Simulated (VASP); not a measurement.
**P: vibrations by perturbation theory with PBEsol**

P:

```
CELL_PARAMETERS angstrom
1.72573 0.99635 3.12968
-1.72573 0.99635 3.12968
0.00000 -1.99270 3.12968
ATOMIC_POSITIONS crystal
P 0.22708 0.22708 0.22708
P 0.77292 0.77292 0.77292
```

| Property | Result |
| --- | --- |
| Program | VASP 6.6.1 |
| Task | vibrations by perturbation theory |
| Functional | PBEsol |
| Potentials or basis | VASP PAW PBE potentials, release 64 (P) |
| Cutoff | 520 eV |
| k mesh | 8 × 8 × 8 |
| Occupations | fermi-dirac, width 0.05 eV |
| Spin | no spin polarisation |
| Dipole correction | no |
| Further INCAR settings | ALGO = Normal; EDIFF = 1e-08; NBANDS = 12; IBRION = 8; NSW = 1 |

```
Highest phonon frequency at Γ : 352 cm⁻¹
```

Phonon frequencies in cm⁻¹ (negative: imaginary):
```csv
q point,frequencies
"(0.000, 0.000, 0.000)",0 0 0 300 300 352
```

Wall time 2.4 min on 1 thread of Intel(R) Xeon(R) Platinum 8259CL CPU @ 2.50GHz (Skylake/Cascade Lake), with other jobs on the host, peak memory 0.31 GiB.

Caveat: the cell stands under pressure or tension, which shifts response properties.
